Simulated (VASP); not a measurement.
# Mg2Zn3S5 (I-4m2) in VASP: notebook

The runs below take Mg2Zn3S5 through single point, with PBE.

Everything below comes from runs of VASP 6.6.1. Logs are shortened: lines on timing, memory, paths and dates and some standing lists are left out, and cuts for length are marked.

### Step 1. The cell of the first run

The structure is tetragonal, space group I-4m2 (No. 119). Conventional cell: a = 3.916 Å, b = 3.916 Å, c = 27.799 Å, α = 90.00°, β = 90.00°, γ = 90.00°. Within 3.2 Å of Mg (site symmetry 2mm) lie 4 S at 2.45 Å. Within 3.1 Å of Zn (site symmetry 2mm) lie 4 S at 2.37 Å. Within 3.1 Å of Zn (site symmetry -4m2) lie 4 S at 2.37 Å. S (site symmetry -4m2) has 4 Zn at 2.37 Å within 3.1 Å. Within 3.1 Å of S (site symmetry 2mm) lie 2 Zn at 2.37 Å and 2 Mg at 2.45 Å. S (site symmetry 2mm) has 2 Zn at 2.37 Å and 2 Mg at 2.45 Å within 3.1 Å.

### Step 2. Single point, PBE

The input, INCAR:

```
PREC = Accurate ; ENCUT = 520
EDIFF = 1E-6 ; ISMEAR = 0
SIGMA = 0.1 ; LREAL = False
LASPH = True ; NELM = 100
ALGO = Normal ; ISIF = 2
LWAVE = False ; LCHARG = False
GGA = PE ; NBANDS = 46
```

The input, KPOINTS:

```
regular mesh
0
Gamma
  4 4 4
```

The input, POSCAR:

```
Mg2Zn3S5
1.0
    0.0000000000     -3.9161879896      0.0000000000
    3.9161879896      0.0000000000      0.0000000000
   -1.9580939948      1.9580939948     13.8996016075
Mg Zn S
2 3 5
Direct
    0.6010323798      0.6010323798      0.2020647596
    0.3989676202      0.3989676202      0.7979352404
    0.2020254754      0.2020254754      0.4040509507
    0.7979745246      0.7979745246      0.5959490493
    1.0000000000      1.0000000000      1.0000000000
    0.2500000000      0.7500000000      0.5000000000
    0.8460495216      0.3460495216      0.6920990431
    0.4518732269      0.9518732269      0.9037464537
    0.0481267731      0.5481267731      0.0962535463
    0.6539504784      0.1539504784      0.3079009569
```

Potentials or basis: VASP PAW PBE potentials, release 64 (Mg, Zn, S).

Launch:

```console
> cat potpaw_PBE.64/Mg/POTCAR potpaw_PBE.64/Zn/POTCAR potpaw_PBE.64/S/POTCAR > POTCAR
> mpirun -np 1 vasp_std > vasp.out
```

OUTCAR:

```text
PREC = Accurate
   ENCUT = 520
   EDIFF = 1E-6
   ISMEAR = 0
   LREAL = False
   LASPH = True
   NELM = 100
   ISIF = 2
   GGA = PE

 ion  position               nearest neighbor table
   1  0.601  0.601  0.202-   9 2.45   9 2.45  10 2.45  10 2.45
   2  0.399  0.399  0.798-   8 2.45   8 2.45   7 2.45   7 2.45
   3  0.202  0.202  0.404-   6 2.37   6 2.37  10 2.37  10 2.37
   4  0.798  0.798  0.596-   6 2.37   6 2.37   7 2.37   7 2.37
   5  0.000  0.000  0.000-   9 2.37   8 2.37   9 2.37   8 2.37
   6  0.250  0.750  0.500-   4 2.37   3 2.37   4 2.37   3 2.37
   7  0.846  0.346  0.692-   4 2.37   4 2.37   2 2.45   2 2.45
   8  0.452  0.952  0.904-   5 2.37   5 2.37   2 2.45   2 2.45
   9  0.048  0.548  0.096-   5 2.37   5 2.37   1 2.45   1 2.45
  10  0.654  0.154  0.308-   3 2.37   3 2.37   1 2.45   1 2.45

  LATTYP: Found a body centered tetragonal cell.
 ALAT       =     3.9161879896
 C/A-ratio  =     7.0985364566

  Lattice vectors:

 A1 = (  -1.9580939948,  -1.9580939948, -13.8996016075)
 A2 = (   1.9580939948,   1.9580939948, -13.8996016075)
 A3 = (   1.9580939948,  -1.9580939948,  13.8996016075)

Analysis of symmetry for initial positions (statically):
=====================================================================
 Subroutine PRICEL returns:
 Original cell was already a primitive cell.

 Routine SETGRP: Setting up the symmetry group for a
 body centered tetragonal supercell.

 Subroutine GETGRP returns: Found  8 space group operations
 (whereof  8 operations were pure point group operations)
 out of a pool of 16 trial point group operations.

The static configuration has the point symmetry D_2d.

Analysis of symmetry for dynamics (positions and initial velocities):
=====================================================================
 Subroutine PRICEL returns:
 Original cell was already a primitive cell.

 Routine SETGRP: Setting up the symmetry group for a
 body centered tetragonal supercell.

 Subroutine GETGRP returns: Found  8 space group operations
 (whereof  8 operations were pure point group operations)
 out of a pool of 16 trial point group operations.

The dynamic configuration has the point symmetry D_2d.

 Subroutine INISYM returns: Found  8 space group operations
 (whereof  8 operations are pure point group operations),
 and found     1 'primitive' translations

----------------------------------------------------------------------------------------

                                     Primitive cell

  volume of cell :     213.1716

  direct lattice vectors                    reciprocal lattice vectors
     0.000000000 -3.916187990  0.000000000     0.000000000 -0.255350357  0.035972254
     3.916187990  0.000000000  0.000000000     0.255350357  0.000000000  0.035972254
    -1.958093995  1.958093995 13.899601607     0.000000000  0.000000000  0.071944508

  length of vectors
     3.916187990  3.916187990 14.172762223     0.257871688  0.257871688  0.071944508

  position of ions in fractional coordinates (direct lattice)
     0.601032380  0.601032380  0.202064760
     0.398967620  0.398967620  0.797935240
     0.202025475  0.202025475  0.404050951
     0.797974525  0.797974525  0.595949049
     0.000000000  0.000000000  0.000000000
     0.250000000  0.750000000  0.500000000
     0.846049522  0.346049522  0.692099043
     0.451873227  0.951873227  0.903746454
     0.048126773  0.548126773  0.096253546
     0.653950478  0.153950478  0.307900957

  ion indices of the primitive-cell ions
   primitive index   ion index
                 1           1
                 2           2
                 3           3
                 4           4
                 5           5
                 6           6
                 7           7
                 8           8
                 9           9
                10          10

----------------------------------------------------------------------------------------

 KPOINTS: regular mesh

Automatic generation of k-mesh.
 Grid dimensions read from file:
 generate k-points for:    4    4    4

 Generating k-lattice:

  Cartesian coordinates                     Fractional coordinates (reciprocal lattice)
     0.000000000 -0.063837589  0.008993064     0.250000000  0.000000000  0.000000000
     0.063837589  0.000000000  0.008993064     0.000000000  0.250000000  0.000000000
     0.000000000  0.000000000  0.017986127     0.000000000  0.000000000  0.250000000

  Length of vectors
     0.064467922  0.064467922  0.017986127

  Shift w.r.t. Gamma in fractional coordinates (k-lattice)
     0.000000000  0.000000000  0.000000000

 Subroutine IBZKPT returns following result:
 ===========================================

 Found     13 irreducible k-points:

 Following reciprocal coordinates:
            Coordinates               Weight
  0.000000  0.000000  0.000000      1.000000
  0.250000  0.000000 -0.000000      8.000000
  0.500000  0.000000 -0.000000      4.000000
  0.250000  0.250000 -0.000000      8.000000
  0.500000  0.250000 -0.000000     16.000000
 -0.250000  0.250000  0.000000      4.000000
  0.500000  0.500000 -0.000000      2.000000
  0.000000  0.000000  0.250000      2.000000
  0.250000  0.000000  0.250000      8.000000
  0.500000  0.000000  0.250000      4.000000
  0.250000  0.250000  0.250000      4.000000
  0.500000  0.500000  0.250000      2.000000
  0.000000  0.000000  0.500000      1.000000
   k-points           NKPTS =     13   k-points in BZ     NKDIM =     13   number of bands    NBANDS=     46
   number of dos      NEDOS =    301   number of ions     NIONS =     10
   total plane-waves  NPLWV =  97200
   dimension x,y,z NGX =    30 NGY =   30 NGZ =  108
   dimension x,y,z NGXF=    60 NGYF=   60 NGZF=  216
   ions per type =               2   3   5
   NGX,Y,Z   is equivalent  to a cutoff of  12.74, 12.74, 12.67 a.u.
   NGXF,Y,Z  is equivalent  to a cutoff of  25.47, 25.47, 25.34 a.u.
 SYSTEM =  unknown system
   PREC   = accura    normal or accurate (medium, high low for compatibility)
   ISTART =      0    job   : 0-new  1-cont  2-samecut
   ICHARG =      2    charge: 1-file 2-atom 10-const
   ISPIN  =      1    spin polarized calculation?
   LNONCOLLINEAR =      F non collinear calculations
   LSORBIT =      F    spin-orbit coupling
   LASPH  =      T    aspherical Exc in radial PAW
   ENCUT  =  520.0 eV  38.22 Ry    6.18 a.u.   7.28  7.28 26.35*2*pi/ulx,y,z
   NELM   =    100;   NELMIN=  2; NELMDL= -5     # of ELM steps
   EDIFF  = 0.1E-05   stopping-criterion for ELM
   LREAL  =      F    real-space projection
[... 7 lines left out ...]
   TEBEG  =    0.0;   TEEND  =   0.0 temperature during run
   PSTRESS=    0.0 pullay stress
   NELECT =      70.0000    total number of electrons
   NUPDOWN=      -1.0000    fix difference up-down
   EMIN   =  10.00;   EMAX   =-10.00  energy-range for DOS
   EFERMI =   0.00;   METHOD = LEGACY
   ISMEAR =     0;   SIGMA  =   0.10  broadening in eV -4-tet -1-fermi 0-gaus
   EFERMI_NEDOS =   21; number of points for ismear=-14 and -15
   IALGO  =     38    algorithm
   IMIX   =      4    mixing-type and parameters
     AMIX     =   0.40;   BMIX     =  1.00
     AMIX_MAG =   1.60;   BMIX_MAG =  1.00
  volume/ion in A,a.u.               =      21.32       143.86
  Fermi-wavevector in a.u.,A,eV,Ry     =   1.129443  2.134338 17.356161  1.275642
  Thomas-Fermi vector in A             =   2.266137
   LORBIT       =      0    0 simple, 1 ext, 2 COOP (PROOUT), +10 PAW based schemes
   GGA     = PE    functional components
   LHFCALC =     F    Hartree Fock is set to
   AEXX    =    0.0000 exact exchange contribution
   IVDW    =     0    specifies the selected vdW correction
   LEPSILON=     F    determine dielectric tensor
   LRPA    =     F    only Hartree local field effects (RPA)
 non-spin polarized calculation
 Gauss-broadening in eV      SIGMA  =   0.10
  energy-cutoff  :      520.00
  volume of cell :      213.17
 maximum number of plane-waves:      5771
 NGX is ok and might be reduce to    30
   NGX = 15   NGY = 15   NGZ = 53

 number of electron      69.9999957 magnetization

 Free energy of the ion-electron system (eV)
  ---------------------------------------------------
  ext. energy  EPLUGINS =         0.00000000
  ---------------------------------------------------
  free energy    TOTEN  =       -37.34927924 eV

  energy without entropy =      -37.34927924  energy(sigma->0) =      -37.34927924

 E-fermi :   1.9802     XC(G=0):  -9.0101

 val. band max:        1.5492167804   @ k =   0.0000   0.0000   0.0000
 cond. band min:       3.9701942706   @ k =   0.0000   0.0000   0.0000
 fundamental gap:      2.4209774902
 Fermi energy:         1.9801523639

 k-point     1 :       0.0000    0.0000    0.0000
  band No.  band energies     occupation
      1     -10.8021      2.00000
      2     -10.4944      2.00000
      3     -10.2853      2.00000
      4      -9.8145      2.00000
      5      -9.7613      2.00000
      6      -4.3620      2.00000
[... 38 lines left out ...]
     45       8.5444      0.00000
     46       8.5475      0.00000

 k-point     2 :       0.2500    0.0000   -0.0000
  band No.  band energies     occupation
      1     -10.5517      2.00000
      2     -10.2957      2.00000
      3     -10.1000      2.00000
      4      -9.8169      2.00000
      5      -9.7220      2.00000
      6      -4.2813      2.00000
[... 38 lines left out ...]
     45       8.6672      0.00000
     46       8.8440      0.00000

 k-point     3 :       0.5000    0.0000   -0.0000
  band No.  band energies     occupation
      1     -10.1822      2.00000
      2      -9.9338      2.00000
      3      -9.9225      2.00000
      4      -9.8682      2.00000
      5      -9.8605      2.00000
      6      -4.2459      2.00000
[... 479 lines left out ...]
     45       8.4728      0.00000
     46       9.5846      0.00000

 k-point    13 :       0.0000    0.0000    0.5000
  band No.  band energies     occupation
      1     -10.7814      2.00000
      2     -10.5776      2.00000
      3     -10.1029      2.00000
      4     -10.0214      2.00000
      5      -9.6743      2.00000
      6      -4.3618      2.00000
[... 38 lines left out ...]
     45       8.1995      0.00000
     46       8.7838      0.00000

------------------------ aborting loop because EDIFF is reached ----------------------------------------

  FORCE on cell =-STRESS in cart. coord.  units (eV):
  Direction    XX          YY          ZZ          XY          YZ          ZX
  --------------------------------------------------------------------------------------
  -------------------------------------------------------------------------------------
  Total        0.2418698      0.2418698     -0.0589894      0.0000000     -0.0000000      0.0000000
  in kB        1.8178699      1.8178699     -0.4433586      0.0000000     -0.0000000      0.0000000
  external PRESSURE =       1.0641271 kB  Pullay stress =       0.0000000 kB

 VOLUME and BASIS-vectors are now :
 -----------------------------------------------------------------------------
  energy-cutoff  :      520.00
  volume of cell :      213.17
      direct lattice vectors                 reciprocal lattice vectors
     0.000000000 -3.916187990  0.000000000     0.000000000 -0.255350357  0.035972254
     3.916187990  0.000000000  0.000000000     0.255350357  0.000000000  0.035972254
    -1.958093995  1.958093995 13.899601607     0.000000000  0.000000000  0.071944508

 POSITION                                       TOTAL-FORCE (eV/Angst)
 -----------------------------------------------------------------------------------
      1.95809     -1.95809      2.80862         0.000000     -0.000000      0.000341
     -0.00000      0.00000     11.09098        -0.000000      0.000000     -0.000341
      0.00000     -0.00000      5.61615        -0.000000      0.000000      0.001423
      1.95809     -1.95809      8.28345         0.000000     -0.000000     -0.001423
      0.00000      0.00000      0.00000        -0.000000      0.000000      0.000000
      1.95809      0.00000      6.94980        -0.000000      0.000000      0.000000
      0.00000     -1.95809      9.61990         0.000000     -0.000000      0.030683
      1.95809     -0.00000     12.56172        -0.000000      0.000000     -0.031195
      1.95809      0.00000      1.33789         0.000000     -0.000000      0.031195
     -0.00000     -1.95809      4.27970        -0.000000      0.000000     -0.030683
 -----------------------------------------------------------------------------------
    total drift:                                0.000016      0.000016      0.000000

  FREE ENERGIE OF THE ION-ELECTRON SYSTEM (eV)
  ---------------------------------------------------
  free  energy   TOTEN  =       -37.3492792378 eV

  energy  without entropy=      -37.3492792378  energy(sigma->0) =      -37.34927924
```

It took 97 s on 1 thread of Intel Xeon Platinum 8559C (Emerald Rapids), shared host; peak memory 0.34 GiB.

What came out:

* Free energy: -37.3493 eV
* Pressure: 0.1 GPa
* Largest force: 0.031 eV/Å
* Band gap on the k mesh: 2.42 eV

Forces on the atoms (eV/Å):
```
Mg   0.000  0.000  0.000
Mg   0.000  0.000  0.000
Zn   0.000  0.000  0.001
Zn   0.000  0.000 -0.001
Zn   0.000  0.000  0.000
S    0.000  0.000  0.000
S    0.000  0.000  0.031
S    0.000  0.000 -0.031
S    0.000  0.000  0.031
S    0.000  0.000 -0.031
```

Levels at points of the mesh, in eV from the valence-band top:
| k point | band 31 | band 32 | band 33 | band 34 | band 35 | band 36 | band 37 | band 38 | band 39 | band 40 |
| --- | --- | --- | --- | --- | --- | --- | --- | --- | --- | --- |
| (0.00, 0.00, 0.00) | -0.44 | -0.44 | -0.01 | 0.00 | 0.00 | 2.42 | 3.78 | 3.84 | 4.14 | 4.21 |
| (0.50, 0.00, 0.00) | -0.68 | -0.67 | -0.65 | -0.62 | -0.62 | 3.54 | 4.05 | 4.51 | 5.25 | 5.92 |
| (0.50, 0.50, 0.00) | -1.89 | -1.88 | -1.87 | -1.71 | -1.66 | 3.58 | 4.05 | 4.18 | 4.25 | 4.93 |
| (0.00, 0.00, 0.50) | -0.50 | -0.28 | -0.28 | -0.09 | -0.09 | 3.10 | 3.17 | 3.56 | 4.40 | 4.42 |

A k mesh can miss the band edges.

### Step 3. Single point, PBE

This run uses another cell than the first one, of 19.60 Å³/atom.

The input, INCAR:

```
SYSTEM = Mg2Zn3S5
PREC = Accurate
ENCUT = 520
EDIFF = 1E-7
ISMEAR = 0
SIGMA = 0.1
LREAL = .False.
LASPH = .True.
NELM = 60
ALGO = Normal
ISIF = 2
LWAVE = .False.
LCHARG = .True.
GGA = PE
LELF = .True.
LVHAR = .True.
NBANDS = 46
```

The input, KPOINTS:

```
regular mesh
0
Gamma
  6 6 6
  0 0 0
```

The input, POSCAR:

```
Mg2Zn3S5
1.0
   -1.9065431800      1.9065431800     13.4812960900
    1.9065431800     -1.9065431800     13.4812960900
    1.9065431800      1.9065431800    -13.4812960900
Mg Zn S
2 3 5
Direct
    0.6000000000      0.6000000000      0.0000000000
    0.4000000000      0.4000000000      0.0000000000
    0.2000000000      0.2000000000      0.0000000000
    0.8000000000      0.8000000000      0.0000000000
    0.0000000000      0.0000000000      0.0000000000
    0.2500000000      0.7500000000      0.5000000000
    0.8500000000      0.3500000000      0.5000000000
    0.4500000000      0.9500000000      0.5000000000
    0.0500000000      0.5500000000      0.5000000000
    0.6500000000      0.1500000000      0.5000000000
```

Potentials or basis: VASP PAW PBE potentials, release 64 (Mg, Zn, S).

Launch:

```console
> cat potpaw_PBE.64/Mg/POTCAR potpaw_PBE.64/Zn/POTCAR potpaw_PBE.64/S/POTCAR > POTCAR
> mpirun -np 1 vasp_std > vasp.out
```

Run time: 57 min. Hardware: 1 thread of Intel Xeon Platinum 8559C (Emerald Rapids), shared host; peak memory 2 GiB.

It converged, with:

| Quantity | Value |
| --- | --- |
| Free energy | -36.9597 eV |
| Pressure | 6.5 GPa |
| Largest force | 0.794 eV/Å |
| Band gap on the k mesh | 2.77 eV |

Forces on the atoms (eV/Å):
```
Mg   0.000  0.000 -0.001
Mg   0.000  0.000  0.001
Zn   0.000  0.000  0.050
Zn   0.000  0.000 -0.050
Zn   0.000  0.000  0.000
S    0.000  0.000  0.000
S    0.000  0.000 -0.794
S    0.000  0.000  0.776
S    0.000  0.000 -0.776
S    0.000  0.000  0.794
```

Stress tensor (GPa, compression positive):
```
6.57 0.00 0.00
0.00 6.57 0.00
0.00 0.00 6.35
```

Levels at points of the mesh, in eV from the valence-band top:
```csv
k point,band 31,band 32,band 33,band 34,band 35,band 36,band 37,band 38,band 39,band 40
"(0.00, 0.00, 0.00)",-0.55,-0.55,-0.06,0.00,0.00,2.77,3.73,3.81,4.46,4.52
"(0.50, 0.00, 0.00)",-0.86,-0.71,-0.69,-0.67,-0.58,3.72,4.28,4.83,5.64,6.12
"(0.50, 0.50, 0.00)",-2.08,-2.08,-2.06,-1.88,-1.87,3.45,3.98,4.11,4.13,4.90
"(0.50, 0.50, 0.50)",-0.53,-0.33,-0.33,-0.11,-0.11,3.34,3.52,3.58,4.45,4.50
```

Caveat: the cell stands under pressure. A k mesh can miss the band edges.
